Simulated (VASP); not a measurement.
Write the native input for VASP 6.6.1 that does the following.

```yaml
Task: single point
Functional: PBE
Dispersion: D3(BJ)
Potentials_or_basis: VASP PAW PBE potentials, release 64 (As)
Cutoff: 500 eV
k_mesh: 15 × 15 × 15
Occupations: gaussian, width 0.1 eV
Spin: no spin polarisation
Dipole_correction: no
Further_INCAR_settings: ALGO = Normal; EDIFF = 1e-06; NBANDS = 12
```

The structure of As lies in POSCAR:

```
As
1.0
    1.8807968987      1.0858785957      3.5140619945
   -1.8807968987      1.0858785957      3.5140619945
    0.0000000000     -2.1717571915      3.5140619945
As
2
Direct
    0.7740000000      0.7740000000      0.7740000000
    0.2260000000      0.2260000000      0.2260000000
```

The input as run:

INCAR

```
SYSTEM = As
ALGO     = Normal         ! electronic algorithm
EDIFF    = 1E-6           ! SCF threshold, eV
ENCUT    = 500            ! plane-wave cutoff, eV
GGA      = PE             ! functional
GGA_COMPAT= .FALSE.      
ISIF     = 2              ! what is computed and relaxed
ISMEAR   = 0              ! smearing method
IVDW     = 12             ! dispersion correction
LASPH    = .TRUE.         ! aspherical terms in the spheres
LCHARG   = .FALSE.        ! write CHGCAR
LREAL    = .FALSE.        ! projectors in reciprocal space
LWAVE    = .FALSE.        ! write WAVECAR
NBANDS   = 12             ! bands
NELM     = 120            ! most SCF steps
PREC     = Accurate       ! precision mode
SIGMA    = 0.1            ! smearing width, eV
```

KPOINTS

```
k-points
0
G
  15 15 15
  0 0 0
```

Potentials or basis: VASP PAW PBE potentials, release 64 (As).

Launch:

```console
$ cat potpaw_PBE.64/As/POTCAR > POTCAR
$ mpirun -np 1 vasp_std > vasp.out
```

It gave:

- Pressure: 0.9 GPa
- Largest force: 0.485 eV/Å
- Band gap on the k mesh: zero (band 5 reaches 5.65 eV, above the bottom of band 6 at 5.29 eV)
- Dispersion energy per atom: -0.420 eV

Caveat: pairwise dispersion overbinds metals, which lowers pressure and volume.

Wall time 54 s on 1 thread of Intel(R) Xeon(R) 6975P-C (Granite Rapids), on a shared host, peak memory 0.28 GiB.
